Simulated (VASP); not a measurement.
# HfMoSe4 (F-43m) in VASP: further runs, part 2 of 2

VASP 6.6.1. The steps go on from the part before.

## Step 3: Single point, PBE, collinear spin

Contents of INCAR:

```
ALGO = Normal
EDIFF = 1E-7
ENCUT = 520
GGA = PE
ISIF = 2
ISMEAR = 0
ISPIN = 2
LASPH = T
LCHARG = F
LMAXMIX = 4
LORBIT = 11
LREAL = F
LWAVE = F
MAGMOM = -0.16 1.52 0 0 0 0
NBANDS = 37
NELM = 150
PREC = Accurate
SIGMA = 0.1
```

Contents of KPOINTS:

```
k-points
0
Gamma
  8 8 8
```

Contents of POSCAR:

```
HfMoSe4
1.0
    0.0000000000      3.9024057130      3.9024057130
    3.9024057130      0.0000000000      3.9024057130
    3.9024057130      3.9024057130      0.0000000000
Hf Mo Se
1 1 4
Direct
    0.0000000000      0.0000000000      0.0000000000
    0.7500000000      0.7500000000      0.7500000000
    0.3751786066      0.3751786066      0.3751786066
    0.3751786066      0.8744641801      0.3751786066
    0.3751786066      0.3751786066      0.8744641801
    0.8744641801      0.3751786066      0.3751786066
```

Potentials or basis: VASP PAW PBE potentials, release 64 (Hf_pv, Mo_sv, Se).

On the command line:

```console
$ cat potpaw_PBE.64/Hf_pv/POTCAR potpaw_PBE.64/Mo_sv/POTCAR potpaw_PBE.64/Se/POTCAR > POTCAR
$ mpirun -np 1 vasp_std > vasp.out
```

OUTCAR:

```text
EDIFF = 1E-7
   ENCUT = 520
   GGA = PE
   ISIF = 2
   ISMEAR = 0
   ISPIN = 2
   LASPH = T
   LORBIT = 11
   LREAL = F
   NELM = 150
   PREC = Accurate

 ion  position               nearest neighbor table
   1  0.000  0.000  0.000-   4 3.24   5 3.24   6 3.24   3 3.24   3 3.24   3 3.24   4 3.24   5 3.24
                             6 3.24   5 3.24   4 3.24   6 3.24   2 3.38   2 3.38   2 3.38   2 3.38
   2  0.750  0.750  0.750-   1 3.38   1 3.38   1 3.38   1 3.38
   3  0.375  0.375  0.375-   4 2.76   5 2.76   6 2.76   5 2.76   4 2.76   6 2.76   1 3.24   1 3.24
                             1 3.24
   4  0.375  0.874  0.375-   3 2.76   5 2.76   6 2.76   5 2.76   3 2.76   6 2.76   1 3.24   1 3.24
                             1 3.24
   5  0.375  0.375  0.874-   3 2.76   4 2.76   6 2.76   3 2.76   4 2.76   6 2.76   1 3.24   1 3.24
                             1 3.24
   6  0.874  0.375  0.375-   3 2.76   4 2.76   5 2.76   3 2.76   5 2.76   4 2.76   1 3.24   1 3.24
                             1 3.24

  LATTYP: Found a face centered cubic cell.
 ALAT       =     7.8048114260

  Lattice vectors:

 A1 = (   0.0000000000,   3.9024057130,   3.9024057130)
 A2 = (   3.9024057130,   0.0000000000,   3.9024057130)
 A3 = (   3.9024057130,   3.9024057130,   0.0000000000)

Analysis of symmetry for initial positions (statically):
=====================================================================
 Subroutine PRICEL returns:
 Original cell was already a primitive cell.

 Routine SETGRP: Setting up the symmetry group for a
 face centered cubic supercell.

 Subroutine GETGRP returns: Found 24 space group operations
 (whereof 24 operations were pure point group operations)
 out of a pool of 48 trial point group operations.

The static configuration has the point symmetry T_d .

Analysis of symmetry for dynamics (positions and initial velocities):
=====================================================================
 Subroutine PRICEL returns:
 Original cell was already a primitive cell.

 Routine SETGRP: Setting up the symmetry group for a
[... 189 lines left out ...]
      2     -28.2176      1.00000
      3     -28.2176      1.00000
      4     -28.2176      1.00000
      5     -24.7146      1.00000
      6     -24.7146      1.00000
[... 925 lines left out ...]
     35      11.2031      0.00000
     36      11.9116      0.00000

 [... further k-points ...]

 spin component 2

 k-point     1 :       0.0000    0.0000    0.0000
  band No.  band energies     occupation
      1     -53.2298      1.00000
      2     -27.2542      1.00000
      3     -27.2542      1.00000
      4     -27.2542      1.00000
      5     -24.7969      1.00000
      6     -24.7969      1.00000
[... 925 lines left out ...]
     35      11.3303      0.00000
     36      12.1117      0.00000

 [... further k-points ...]

 [bands above 36 left out]

------------------------ aborting loop because EDIFF is reached ----------------------------------------

  FORCE on cell =-STRESS in cart. coord.  units (eV):
  Direction    XX          YY          ZZ          XY          YZ          ZX
  --------------------------------------------------------------------------------------
  -------------------------------------------------------------------------------------
  Total       -0.1000962     -0.1000962     -0.1000962      0.0000000      0.0000000     -0.0000000
  in kB       -1.3492760     -1.3492760     -1.3492760      0.0000000      0.0000000     -0.0000000
  external PRESSURE =      -1.3492760 kB  Pullay stress =       0.0000000 kB

 VOLUME and BASIS-vectors are now :
 -----------------------------------------------------------------------------
  energy-cutoff  :      520.00
  volume of cell :      118.86
      direct lattice vectors                 reciprocal lattice vectors
     0.000000000  3.902405713  3.902405713    -0.128126094  0.128126094  0.128126094
     3.902405713  0.000000000  3.902405713     0.128126094 -0.128126094  0.128126094
     3.902405713  3.902405713  0.000000000     0.128126094  0.128126094 -0.128126094

 POSITION                                       TOTAL-FORCE (eV/Angst)
 -----------------------------------------------------------------------------------
      0.00000      0.00000      0.00000         0.000000      0.000000      0.000000
      5.85361      5.85361      5.85361         0.000000      0.000000      0.000000
      2.92820      2.92820      2.92820         0.000654      0.000654      0.000654
      4.87661      2.92820      4.87661        -0.000654      0.000654     -0.000654
      4.87661      4.87661      2.92820        -0.000654     -0.000654      0.000654
      2.92820      4.87661      4.87661         0.000654     -0.000654     -0.000654
 -----------------------------------------------------------------------------------
    total drift:                                0.000000      0.000000      0.000000

  FREE ENERGIE OF THE ION-ELECTRON SYSTEM (eV)
  ---------------------------------------------------
  free  energy   TOTEN  =       -29.3233448477 eV

  energy  without entropy=      -29.2882845643  energy(sigma->0) =      -29.30581471

 total charge

# of ion       s       p       d       tot
------------------------------------------
    1        0.311   6.178   1.353   7.842
    2        2.214   6.024   3.845  12.083
    3        1.548   2.087   0.099   3.734
    4        1.548   2.087   0.099   3.734
    5        1.548   2.087   0.099   3.734
    6        1.548   2.087   0.099   3.734
--------------------------------------------------
tot          8.717  20.552   5.592  34.860

 magnetization (x)

# of ion       s       p       d       tot
------------------------------------------
    1       -0.017  -0.006  -0.123  -0.146
    2        0.025   0.007   1.304   1.336
    3        0.002  -0.011   0.001  -0.008
    4        0.002  -0.011   0.001  -0.008
    5        0.002  -0.011   0.001  -0.008
    6        0.002  -0.011   0.001  -0.008
--------------------------------------------------
tot          0.018  -0.043   1.184   1.158
```

stdout:

```text
POSCAR found type information on POSCAR HfMoSe
 POSCAR found :  3 types and       6 ions
 scaLAPACK will be used
 LDA part: xc-table for (Slater+PW92), standard interpolation
 POSCAR, INCAR and KPOINTS ok, starting setup
 FFT: planning ... GRIDC
 FFT: planning ... GRID_SOFT
 FFT: planning ... GRID
 WAVECAR not read
 entering main loop
```

Run time: 3.9 min. Hardware: 1 thread of Intel Xeon 6975P-C (Granite Rapids), shared host; peak memory 0.44 GiB.

What came out:

```
Free energy                                           : -29.3233 eV
Pressure                                              : -0.1 GPa
Net moment                                            : 1.30 μB per cell
Site moments                                          : Hf -0.15; Mo +1.34; Se -0.01 μB
Valence electrons inside the program's atomic spheres : Hf 7.84; Mo 12.08; Se 3.73
```

Levels at points of the mesh, in eV from the Fermi level:
Spin up:
| k point | band 23 | band 24 | band 25 | band 26 | band 27 | band 28 |
| --- | --- | --- | --- | --- | --- | --- |
| (0.00, 0.00, 0.00) | 0.24 | 1.02 | 1.02 | 1.02 | 1.56 | 1.56 |
| (0.50, 0.00, 0.00) | -0.62 | 0.03 | 0.05 | 0.05 | 1.04 | 1.04 |
| (0.50, 0.50, 0.00) | -1.23 | -0.67 | -0.23 | 0.74 | 0.97 | 1.17 |
Spin down:
```tsv
k point	band 19	band 20	band 21	band 22	band 23	band 24	band 25	band 26	band 27	band 28
(0.00, 0.00, 0.00)	-0.47	-0.47	-0.47	1.00	1.00	1.00	1.38	1.38	1.77	1.77
(0.50, 0.00, 0.00)	-3.53	-3.07	-1.80	0.27	0.27	0.34	0.56	0.56	1.11	1.19
(0.50, 0.50, 0.00)	-3.41	-3.30	-3.30	-0.82	-0.82	0.38	0.41	0.96	1.27	1.27
```

Caveat: spin-orbit coupling is left out, which moves the levels of the heavy elements.
